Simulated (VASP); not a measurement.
Input of a VASP 6.6.1 run:

The input POSCAR:

```
Y
1.0
   -1.9504544018      1.9504544018      1.9504544018
    1.9504544018     -1.9504544018      1.9504544018
    1.9504544018      1.9504544018     -1.9504544018
Y
1
Direct
    0.0000000000      0.0000000000      0.0000000000
```

Contents of INCAR.step1:

```
SYSTEM = Y
PREC = Accurate
ENCUT = 520
ISMEAR = -1
SIGMA = 0.1
LREAL = .FALSE.
LASPH = .TRUE.
NELM = 80
NBANDS = 12
GGA = PE
ALGO = Normal
EDIFF = 1E-4
LWAVE = .TRUE.
LCHARG = .FALSE.
```

File INCAR.step2:

```
SYSTEM = Y
PREC = Accurate
ENCUT = 520
EDIFF = 1E-6
ISMEAR = -1
SIGMA = 0.1
LREAL = .FALSE.
LASPH = .TRUE.
NELM = 80
ALGO = Normal
ISIF = 2
LWAVE = .FALSE.
LCHARG = .FALSE.
METAGGA = R2SCAN
LMIXTAU = .TRUE.
NBANDS = 12
ISTART = 1
```

File KPOINTS:

```
Automatic mesh
0
G
  12 12 12
  0 0 0
```

Potentials or basis: VASP PAW PBE potentials, release 64 (Y_sv).

The run is started by

```sh
$ cat potpaw_PBE.64/Y_sv/POTCAR > POTCAR
$ cp INCAR.step1 INCAR
$ mpirun -np 1 vasp_std > vasp.out
$ cp INCAR.step2 INCAR
$ mpirun -np 1 vasp_std > vasp.out
```

Question: Predict the pressure.

Answer: 6.1 GPa.

Caveat: the PAW data sets were made with another functional, which shifts forces and pressure a little.
